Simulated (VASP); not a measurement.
A run of VASP 6.6.1 is set up as follows.

The input INCAR:

```
PREC = Accurate
ENCUT = 520
EDIFF = 1E-6
ISMEAR = 0
SIGMA = 0.15
LREAL = F
LASPH = T
NELM = 80
ALGO = Fast
ISIF = 2
LWAVE = F
LCHARG = F
GGA = PE
NBANDS = 22
```

KPOINTS

```
regular mesh
0
Gamma
  18 18 10
```

POSCAR

```
Rh
1.0
    2.6159000000      0.0000000000      0.0000000000
   -1.3079500000      2.2654358537      0.0000000000
    0.0000000000      0.0000000000      4.5956000000
Rh
2
Direct
    0.6666666667      0.3333333333      0.7500000000
    0.3333333333      0.6666666667      0.2500000000
```

Potentials or basis: VASP PAW PBE potentials, release 64 (Rh_pv).

The run is started by

```bash
$ cat potpaw_PBE.64/Rh_pv/POTCAR > POTCAR
$ mpirun -np 1 vasp_std > vasp.out
```

Question: Estimate the pressure.

Answer: 11.7 GPa.

Question: Predict the band gap on the k mesh.

Answer: Zero (band 15 reaches 13.12 eV, above the bottom of band 16 at 10.38 eV).

Stress tensor (GPa, compression positive):
```
20.24  0.00  0.00
 0.00 20.24  0.00
 0.00  0.00 -5.37
```
